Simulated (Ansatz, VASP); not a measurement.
# Two plane-wave programs on MgCd3O4

```
CELL_PARAMETERS angstrom
4.68107 0.00000 0.00000
0.00000 4.68107 0.00000
0.00000 0.00000 4.68107
ATOMIC_POSITIONS crystal
Mg 0.50000 0.50000 0.50000
Cd 0.50000 0.00000 0.00000
Cd 0.00000 0.00000 0.50000
Cd 0.00000 0.50000 0.00000
O 0.00000 0.50000 0.50000
O 0.50000 0.50000 0.00000
O 0.00000 0.00000 0.00000
O 0.50000 0.00000 0.50000
```

Alike in both runs: functional PBE; k mesh 4 × 4 × 4; occupations gaussian, width 0.1 eV; no spin polarisation.

Ansatz relaxed the structure, and its values are those at the end. VASP's run is a single point on that final structure, the one shown.

|  | VASP | Ansatz |
| --- | --- | --- |
| version | VASP 6.6.1 | Ansatz 0.2.0 |
| potentials or method | VASP PAW PBE potentials, release 64 (Mg, Cd, O), cutoff 520 eV | scalar-relativistic, plane waves, PAW |
| valence electrons in the cell | 62 | 94 |

Ansatz gave:

| Property | Result |
| --- | --- |
| gap on the k mesh at the Fermi level (eV) | none |
| pressure (GPa) | 0.0 |

Task: Estimate VASP's values.

Result: gap on the k mesh at the Fermi level (eV): none; pressure (GPa): 1.0.

A gap of «none» marks a metal or a gap that the smearing closes. The functional is the same, so the differences come from potentials, cutoffs and numerics. VASP's potentials hold 62 valence electrons a cell and Ansatz's 94, so a difference there can come from the potentials and not from the codes.
